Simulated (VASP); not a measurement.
Runs of VASP 6.6.1 on AlGaN2. The structure is that of space group P-4m2 (No. 115), or close to it. The cells are those of the table. 

```tsv
cell	gap on the mesh (eV)	pressure (GPa)	largest force (eV/Å)
a = 3.047, b = 3.047, c = 4.357 Å, 4 atoms	3.83	18.0	0.02
a = 3.141, b = 3.141, c = 4.291 Å, 4 atoms	3.63	(a)	0.06
a = 3.047, b = 3.047, c = 4.291 Å, 4 atoms	3.89	(c)	0.02
a = 3.094, b = 3.094, c = 4.490 Å, 4 atoms	3.43	3.1	0.05
a = 3.047, b = 3.047, c = 4.557 Å, 4 atoms	(b)	6.5	0.11
```

Alike in all rows: task single point; level r2SCAN; potentials or basis VASP PAW PBE potentials, release 64 (Al, Ga_d, N_h); no spin polarisation; k mesh 8 × 8 × 6; cutoff (eV) 1460; smearing gaussian 0.05 eV.

Estimate the missing entries.

(a) 6.4; (b) 3.49; (c) 22.3.

Caveats: the PAW data sets were made with another functional, which shifts forces and pressure a little; the cell stands under pressure (at least some runs); the stress differs along the axes, from 0 to 10 GPa (at least some runs).

A k mesh can miss the band edges, and the runs leave out spin-orbit coupling on Ga.
